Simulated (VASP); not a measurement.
# BN (P6_3/mmc) in VASP: notebook

BN is run at these levels: PBE; tasks: single point, relaxation of shape and atoms at fixed volume, relaxation of cell and atoms.

All numbers are computed with VASP 6.6.1; they aren't measurements. Logs are shortened: lines on timing, memory, paths and dates and some standing lists are left out, and cuts for length are marked.

## 1. The cell of the first run

The structure is hexagonal, space group P6_3/mmc (No. 194). The conventional cell has a = 2.513 Å, b = 2.513 Å, c = 8.720 Å, α = 90.00°, β = 90.00°, γ = 120.00°. Within 1.9 Å of B (site symmetry -6m2) lie 3 N at 1.45 Å. Within 1.9 Å of N (site symmetry -6m2) lie 3 B at 1.45 Å.

## 2. Single point, PBE (11.92 Å³/atom)

Contents of INCAR:

```
PREC     = Accurate       # precision mode
ENCUT    = 520            # plane-wave cutoff, eV
EDIFF    = 1E-6           # SCF threshold, eV
ISMEAR   = 0              # smearing method
SIGMA    = 0.05           # smearing width, eV
LREAL    = F              # projectors in reciprocal space
LASPH    = T              # aspherical terms in the spheres
NELM     = 80             # most SCF steps
ALGO     = Normal         # electronic algorithm
ISIF     = 2              # what is computed and relaxed
LWAVE    = F              # write WAVECAR
LCHARG   = F              # write CHGCAR
GGA      = PE             # functional
NBANDS   = 16             # bands
```

Contents of KPOINTS:

```
Automatic mesh
0
Gamma
  16 16 4
```

Contents of POSCAR:

```
BN
1.0
    2.5125822158      0.0000000000      0.0000000000
   -1.2562911079      2.1759600280      0.0000000000
    0.0000000000      0.0000000000      8.7196976345
B N
2 2
Direct
    0.3333333333      0.6666666667      0.2500000000
    0.6666666667      0.3333333333      0.7500000000
    0.3333333333      0.6666666667      0.7500000000
    0.6666666667      0.3333333333      0.2500000000
```

Potentials or basis: VASP PAW PBE potentials, release 64 (B, N).

Run with:

```
$ cat potpaw_PBE.64/B/POTCAR potpaw_PBE.64/N/POTCAR > POTCAR
$ mpirun -np 1 vasp_std > vasp.out
```

OUTCAR:

```text
PREC = Accurate
   ENCUT = 520
   EDIFF = 1E-6
   ISMEAR = 0
   LREAL = F
   LASPH = T
   NELM = 80
   ISIF = 2
   GGA = PE

 ion  position               nearest neighbor table
   1  0.333  0.667  0.250-   4 1.45   4 1.45   4 1.45
   2  0.667  0.333  0.750-   3 1.45   3 1.45   3 1.45
   3  0.333  0.667  0.750-   2 1.45   2 1.45   2 1.45
   4  0.667  0.333  0.250-   1 1.45   1 1.45   1 1.45

  LATTYP: Found a hexagonal cell.
 ALAT       =     2.5125822158
 C/A-ratio  =     3.4704128604

  Lattice vectors:

 A1 = (   2.5125822158,   0.0000000000,   0.0000000000)
 A2 = (  -1.2562911079,   2.1759600280,   0.0000000000)
 A3 = (   0.0000000000,   0.0000000000,   8.7196976345)

Analysis of symmetry for initial positions (statically):
=====================================================================
 Subroutine PRICEL returns:
 Original cell was already a primitive cell.

 Routine SETGRP: Setting up the symmetry group for a
 hexagonal supercell.

 Subroutine GETGRP returns: Found 24 space group operations
 (whereof 12 operations were pure point group operations)
 out of a pool of 24 trial point group operations.

The static configuration has the point symmetry D_3d.
 The point group associated with its full space group is D_6h.

Analysis of symmetry for dynamics (positions and initial velocities):
=====================================================================
 Subroutine PRICEL returns:
 Original cell was already a primitive cell.

 Routine SETGRP: Setting up the symmetry group for a
 hexagonal supercell.

 Subroutine GETGRP returns: Found 24 space group operations
 (whereof 12 operations were pure point group operations)
 out of a pool of 24 trial point group operations.

The dynamic configuration has the point symmetry D_3d.
 The point group associated with its full space group is D_6h.

 Subroutine INISYM returns: Found 24 space group operations
 (whereof 12 operations are pure point group operations),
 and found     1 'primitive' translations

----------------------------------------------------------------------------------------

                                     Primitive cell

  volume of cell :      47.6730

  direct lattice vectors                    reciprocal lattice vectors
     2.512582216  0.000000000  0.000000000     0.397996927  0.229783633  0.000000000
    -1.256291108  2.175960028  0.000000000     0.000000000  0.459567266  0.000000000
     0.000000000  0.000000000  8.719697634     0.000000000  0.000000000  0.114682876

  length of vectors
     2.512582216  2.512582216  8.719697634     0.459567266  0.459567266  0.114682876

  position of ions in fractional coordinates (direct lattice)
     0.333333333  0.666666667  0.250000000
     0.666666667  0.333333333  0.750000000
     0.333333333  0.666666667  0.750000000
     0.666666667  0.333333333  0.250000000

  ion indices of the primitive-cell ions
   primitive index   ion index
                 1           1
                 2           2
                 3           3
                 4           4

----------------------------------------------------------------------------------------

 KPOINTS: Automatic mesh

Automatic generation of k-mesh.
 Grid dimensions read from file:
 generate k-points for:   16   16    4

 Generating k-lattice:

  Cartesian coordinates                     Fractional coordinates (reciprocal lattice)
     0.024874808  0.014361477  0.000000000     0.062500000  0.000000000  0.000000000
     0.000000000  0.028722954  0.000000000     0.000000000  0.062500000  0.000000000
     0.000000000  0.000000000  0.028670719     0.000000000  0.000000000  0.250000000

  Length of vectors
     0.028722954  0.028722954  0.028670719

  Shift w.r.t. Gamma in fractional coordinates (k-lattice)
     0.000000000  0.000000000  0.000000000

 Subroutine IBZKPT returns following result:
 ===========================================

 Found     90 irreducible k-points:

 Following reciprocal coordinates:
            Coordinates               Weight
  0.000000  0.000000  0.000000      1.000000
  0.062500  0.000000  0.000000      6.000000
  0.125000  0.000000  0.000000      6.000000
  0.187500  0.000000  0.000000      6.000000
  0.250000  0.000000  0.000000      6.000000
  0.312500  0.000000  0.000000      6.000000
[... 16 lines left out ...]
  0.187500  0.187500  0.000000      6.000000
  0.250000  0.187500  0.000000     12.000000
 [... further k-points ...]
   k-points           NKPTS =     90   k-points in BZ     NKDIM =     90   number of bands    NBANDS=     16
   number of dos      NEDOS =    301   number of ions     NIONS =      4
   total plane-waves  NPLWV =  28000
   dimension x,y,z NGX =    20 NGY =   20 NGZ =   70
   dimension x,y,z NGXF=    40 NGYF=   40 NGZF=  140
   ions per type =               2   2
   NGX,Y,Z   is equivalent  to a cutoff of  13.23, 13.23, 13.35 a.u.
   NGXF,Y,Z  is equivalent  to a cutoff of  26.47, 26.47, 26.69 a.u.
 SYSTEM =  unknown system
   PREC   = accura    normal or accurate (medium, high low for compatibility)
   ISTART =      0    job   : 0-new  1-cont  2-samecut
   ICHARG =      2    charge: 1-file 2-atom 10-const
   ISPIN  =      1    spin polarized calculation?
   LNONCOLLINEAR =      F non collinear calculations
   LSORBIT =      F    spin-orbit coupling
   LASPH  =      T    aspherical Exc in radial PAW
   ENCUT  =  520.0 eV  38.22 Ry    6.18 a.u.   4.67  4.67 16.21*2*pi/ulx,y,z
   NELM   =     80;   NELMIN=  2; NELMDL= -5     # of ELM steps
   EDIFF  = 0.1E-05   stopping-criterion for ELM
   LREAL  =      F    real-space projection
   EDIFFG = 0.1E-04   stopping-criterion for IOM
   NSW    =      0    number of steps for IOM
   IBRION =     -1    ionic relax: 0-MD 1-quasi-New 2-CG
   NFREE  =      0    steps in history (QN), initial steepest desc. (CG)
   ISIF   =      2    stress and relaxation
   ISYM   =      2    0-nonsym 1-usesym 2-fastsym
   POTIM  = 0.5000    time-step for ionic-motion
   TEBEG  =    0.0;   TEEND  =   0.0 temperature during run
   PSTRESS=    0.0 pullay stress
   NELECT =      16.0000    total number of electrons
   NUPDOWN=      -1.0000    fix difference up-down
   EMIN   =  10.00;   EMAX   =-10.00  energy-range for DOS
   EFERMI =   0.00;   METHOD = LEGACY
   ISMEAR =     0;   SIGMA  =   0.05  broadening in eV -4-tet -1-fermi 0-gaus
   EFERMI_NEDOS =   21; number of points for ismear=-14 and -15
   IALGO  =     38    algorithm
   IMIX   =      4    mixing-type and parameters
     AMIX     =   0.40;   BMIX     =  1.00
     AMIX_MAG =   1.60;   BMIX_MAG =  1.00
  volume/ion in A,a.u.               =      11.92        80.43
  Fermi-wavevector in a.u.,A,eV,Ry     =   1.137690  2.149922 17.610546  1.294339
  Thomas-Fermi vector in A             =   2.274395
   LORBIT       =      0    0 simple, 1 ext, 2 COOP (PROOUT), +10 PAW based schemes
   GGA     = PE    functional components
   LHFCALC =     F    Hartree Fock is set to
   AEXX    =    0.0000 exact exchange contribution
   IVDW    =     0    specifies the selected vdW correction
   LEPSILON=     F    determine dielectric tensor
   LRPA    =     F    only Hartree local field effects (RPA)
 non-spin polarized calculation
 Gauss-broadening in eV      SIGMA  =   0.05
  energy-cutoff  :      520.00
  volume of cell :       47.67
 maximum number of plane-waves:      1305
 NGX is ok and might be reduce to    20
   NGX =  9   NGY =  9   NGZ = 33

 number of electron      16.0000000 magnetization

 Free energy of the ion-electron system (eV)
  ---------------------------------------------------
  ext. energy  EPLUGINS =         0.00000000
  ---------------------------------------------------
  free energy    TOTEN  =       -35.20736647 eV

  energy without entropy =      -35.20736647  energy(sigma->0) =      -35.20736647

 E-fermi :   0.5690     XC(G=0):  -8.3138

 val. band max:        0.2839810232   @ k =   0.3125   0.3125   0.0000
 cond. band min:       4.6397949743   @ k =   0.0000   0.0000   0.0000
 fundamental gap:      4.3558139510
 Fermi energy:         0.5689795919

 k-point     1 :       0.0000    0.0000    0.0000
  band No.  band energies     occupation
      1     -17.2971      2.00000
      2     -17.2708      2.00000
      3      -5.0925      2.00000
      4      -4.6384      2.00000
      5      -1.0267      2.00000
      6      -1.0267      2.00000
[... 8 lines left out ...]
     15      11.8372      0.00000
     16      12.4808      0.00000

 k-point     2 :       0.0625    0.0000    0.0000
  band No.  band energies     occupation
      1     -17.2222      2.00000
      2     -17.1962      2.00000
      3      -4.9907      2.00000
      4      -4.5399      2.00000
      5      -1.3470      2.00000
      6      -1.3456      2.00000
[... 8 lines left out ...]
     15      12.1711      0.00000
     16      12.2840      0.00000

 k-point     3 :       0.1250    0.0000    0.0000
  band No.  band energies     occupation
      1     -16.9997      2.00000
      2     -16.9747      2.00000
      3      -4.6877      2.00000
      4      -4.2468      2.00000
      5      -2.2124      2.00000
      6      -2.2073      2.00000
[... 8 lines left out ...]
     15      13.1046      0.00000
     16      13.1146      0.00000

 k-point     4 :       0.1875    0.0000    0.0000
  band No.  band energies     occupation
      1     -16.6373      2.00000
      2     -16.6138      2.00000
      3      -4.1915      2.00000
      4      -3.7680      2.00000
      5      -3.4153      2.00000
      6      -3.4098      2.00000
[... 8 lines left out ...]
     15      12.5258      0.00000
     16      14.5276      0.00000
[... 324 lines left out ...]
 k-point    22 :       0.4375    0.1250    0.0000
  band No.  band energies     occupation
      1     -14.0892      2.00000
      2     -14.0845      2.00000
      3      -8.3461      2.00000
      4      -8.3396      2.00000
      5      -4.6183      2.00000
      6      -4.6147      2.00000
[... 8 lines left out ...]
     15      13.5686      0.00000
     16      15.3519      0.00000

 k-point    23 :       0.1875    0.1875    0.0000
  band No.  band energies     occupation
      1     -15.4373      2.00000
      2     -15.4193      2.00000
      3      -5.8089      2.00000
      4      -5.8037      2.00000
      5      -4.0901      2.00000
      6      -4.0855      2.00000
[... 8 lines left out ...]
     15      13.0836      0.00000
     16      14.7736      0.00000

 k-point    24 :       0.2500    0.1875    0.0000
  band No.  band energies     occupation
      1     -14.8707      2.00000
      2     -14.8560      2.00000
      3      -6.7184      2.00000
      4      -6.7132      2.00000
      5      -4.7459      2.00000
      6      -4.7413      2.00000
[... 8 lines left out ...]
     15      13.9438      0.00000
     16      15.6102      0.00000

 [... further k-points ...]

------------------------ aborting loop because EDIFF is reached ----------------------------------------

  FORCE on cell =-STRESS in cart. coord.  units (eV):
  Direction    XX          YY          ZZ          XY          YZ          ZX
  --------------------------------------------------------------------------------------
  -------------------------------------------------------------------------------------
  Total       -0.0046913     -0.0046913     -0.0396283      0.0000000      0.0000000      0.0000000
  in kB       -0.1576649     -0.1576649     -1.3318129      0.0000000      0.0000000      0.0000000
  external PRESSURE =      -0.5490476 kB  Pullay stress =       0.0000000 kB

 VOLUME and BASIS-vectors are now :
 -----------------------------------------------------------------------------
  energy-cutoff  :      520.00
  volume of cell :       47.67
      direct lattice vectors                 reciprocal lattice vectors
     2.512582216  0.000000000  0.000000000     0.397996927  0.229783633  0.000000000
    -1.256291108  2.175960028  0.000000000     0.000000000  0.459567266  0.000000000
     0.000000000  0.000000000  8.719697634     0.000000000  0.000000000  0.114682876

 POSITION                                       TOTAL-FORCE (eV/Angst)
 -----------------------------------------------------------------------------------
     -0.00000      1.45064      2.17992         0.000000      0.000000      0.000000
      1.25629      0.72532      6.53977        -0.000000     -0.000000      0.000000
     -0.00000      1.45064      6.53977         0.000000     -0.000000      0.000000
      1.25629      0.72532      2.17992        -0.000000      0.000000      0.000000
 -----------------------------------------------------------------------------------
    total drift:                               -0.000000      0.000000     -0.000000

  FREE ENERGIE OF THE ION-ELECTRON SYSTEM (eV)
  ---------------------------------------------------
  free  energy   TOTEN  =       -35.2073664690 eV

  energy  without entropy=      -35.2073664690  energy(sigma->0) =      -35.20736647
```

Wall time 91 s (1 thread of Intel Xeon 8259CL, shared host); peak memory 0.2 GiB.

Results:

| Property | Result |
| --- | --- |
| Free energy | -35.2074 eV |
| Pressure | -0.1 GPa |
| Band gap on the k mesh | 4.36 eV (least direct gap 4.75 eV) |

Caveat: this functional lacks dispersion, which binds the layers, so the pressure and a relaxed spacing across them are unreliable. A k mesh can miss the band edges.

(Continued in part 2 of 3.)
